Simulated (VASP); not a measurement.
Set up this calculation in VASP 6.6.1, as the native input.

* Task: single point
* Functional: PBE
* Dispersion: D3(BJ)
* Potentials or basis: VASP PAW PBE potentials, release 64 (Se, W_sv)
* Cutoff: 520 eV
* k mesh: 9 × 9 × 1
* Occupations: gaussian, width 0.02 eV
* Spin: no spin polarisation
* Dipole correction: yes
* Further INCAR settings: ALGO = Normal; EDIFF = 1e-06; NBANDS = 20

The structure of WSe2 lies in POSCAR:

```
WSe2
1.0
    3.4170000000      0.0000000000      0.0000000000
   -1.7085000000      2.9592088047      0.0000000000
    0.0000000000      0.0000000000     32.7373831004
Se W
2 1
Direct
    0.3333333333      0.6666666667      0.4458570041
    0.3333333333      0.6666666667      0.5541429959
    0.6666666667      0.3333333333      0.5000000000
```

These files were run (other wordings do the same):

INCAR

```
SYSTEM = WSe2
PREC = Accurate
ENCUT = 520
EDIFF = 1E-6
ISMEAR = 0
SIGMA = 0.02
LREAL = .FALSE.
LASPH = .TRUE.
NELM = 60
ALGO = Normal
ISIF = 2
LWAVE = .FALSE.
LCHARG = .FALSE.
LDIPOL = .TRUE.
IDIPOL = 3
DIPOL = 0.5 0.5 0.500
GGA = PE
IVDW = 12
NBANDS = 20
```

KPOINTS

```
regular mesh
0
G
  9 9 1
  0 0 0
```

Potentials or basis: VASP PAW PBE potentials, release 64 (Se, W_sv).

Command:

```console
$ cat potpaw_PBE.64/Se/POTCAR potpaw_PBE.64/W_sv/POTCAR > POTCAR
$ mpirun -np 1 vasp_std > vasp.out
```

It gave:

The largest force is 1.880 eV/Å. The band gap on the k mesh is 1.43 eV and the dispersion energy per atom is -0.305 eV.

Caveat: spin-orbit coupling is left out, which moves the levels of the heavy elements.

It took 3.4 min on 1 thread of AMD EPYC 7R13 (shared host), peak memory 0.46 GiB.
